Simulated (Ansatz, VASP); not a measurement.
## One calculation of Sn, two programs

```
Sn
1.0
    -2.91913    2.91913    1.58100
     2.91913   -2.91913    1.58100
     2.91913    2.91913   -1.58100
Sn
2
Direct
  0.75000 0.25000 0.50000
  0.00000 0.00000 0.00000
```

Alike in both runs: functional PBEsol; k mesh 14 × 14 × 14; occupations fermi-dirac, width 0.15 eV; no spin polarisation.

Ansatz relaxed the structure, and its values are those at the end. VASP's run is a single point on that final structure, the one shown.

|  | VASP | Ansatz |
| --- | --- | --- |
| version | VASP 6.6.1 | Ansatz 0.2.0 |
| potentials or method | VASP PAW PBE potentials, release 64 (Sn_d), cutoff 520 eV | scalar-relativistic, plane waves, PAW |
| valence electrons in the cell | 28 | 28 |

```tsv
	VASP	Ansatz	Ansatz less VASP
gap on the k mesh at the Fermi level (eV)	none	none	-
pressure (GPa)	0.0	0.0	+0.03
```

VASP's potentials were made for PBE, not for PBEsol. A gap of «none» marks a metal or a gap that the smearing closes. The functional is the same, so the differences come from potentials, cutoffs and numerics.
